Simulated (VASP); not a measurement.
Ni2SbTe, 4 atoms in the cell. Symmetry: P-6m2, No. 187, hexagonal system. Conventional cell: a = 3.966 Å, b = 3.966 Å, c = 5.203 Å, α = 90.00°, β = 90.00°, γ = 120.00°. Within 3.5 Å of Te (site symmetry -6m2) lie 6 Ni at 2.64 Å and 6 Sb at 3.47 Å. Within 3.5 Å of Sb (site symmetry -6m2) lie 6 Ni at 2.63 Å and 6 Te at 3.47 Å. Ni (site symmetry 3m) has 2 Ni at 2.57 to 2.63 Å and 3 Sb at 2.63 Å and 3 Te at 2.64 Å within 3.4 Å. 

| Quantity | Value |
| --- | --- |
| Program | VASP 6.6.1 |
| Task | single point |
| Functional | PBE |
| Potentials or basis | VASP PAW PBE potentials, release 64 (Te, Sb, Ni) |
| Cutoff | 600 eV |
| k mesh | 8 × 8 × 5 |
| Occupations | fermi-dirac, width 0.05 eV |
| Spin | collinear spin, antiferromagnetic start |
| Starting moments | [0.0, 0.0, 1.0, -1.0] μB |
| Dipole correction | no |
| Further INCAR settings | ALGO = Normal; EDIFF = 1e-06; NBANDS = 28 |

Potentials or basis: VASP PAW PBE potentials, release 64 (Te, Sb, Ni).

Command:

```console
$ cat potpaw_PBE.64/Te/POTCAR potpaw_PBE.64/Sb/POTCAR potpaw_PBE.64/Ni/POTCAR > POTCAR
$ mpirun -np 1 vasp_std > vasp.out
```

Hardware: 1 thread of Oxide Virtual Turin-like Processor (shared host).

Task: Estimate the wall time of this run.

Result: It took 2.2 min on 1 thread of Oxide Virtual Turin-like Processor, with other jobs on the host, peak memory 0.27 GiB. Counts: scf iterations 14, k points 30.
